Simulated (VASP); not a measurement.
YSc, 2 atoms in the cell. It takes space group P-6m2 (No. 187, hexagonal). The conventional cell has a = 3.566 Å, b = 3.566 Å, c = 5.475 Å, α = 90.00°, β = 90.00°, γ = 120.00°. Within 4.5 Å of Y (site symmetry -6m2) lie 6 Sc at 3.43 Å and 6 Y at 3.57 Å. Within 4.5 Å of Sc (site symmetry -6m2) lie 6 Y at 3.43 Å and 6 Sc at 3.57 Å. 

```yaml
Program: VASP 6.6.1
Task: single point
Functional: LDA
Potentials_or_basis: VASP PAW LDA potentials, release 64 (Y_sv, Sc_sv)
Cutoff: 520 eV
k_mesh: 9 × 9 × 6
Occupations: methfessel-paxton, width 0.1 eV
Spin: no spin polarisation
Dipole_correction: no
Further_INCAR_settings: ALGO = Normal; EDIFF = 1e-07; NBANDS = 18
```

Potentials or basis: VASP PAW LDA potentials, release 64 (Y_sv, Sc_sv).

Command:

```sh
$ cat potpaw_LDA.64/Y_sv/POTCAR potpaw_LDA.64/Sc_sv/POTCAR > POTCAR
$ mpirun -np 1 vasp_std > vasp.out
```

Hardware: 1 thread of AMD EPYC 7R13 Processor (Zen 3), with other jobs on the host.

Question: Estimate the wall time of this run.

Answer: Run time: 45 s on 1 thread of AMD EPYC 7R13 Processor (Zen 3) (shared host), peak memory 0.17 GiB. Counts: scf iterations 15, k points 48.
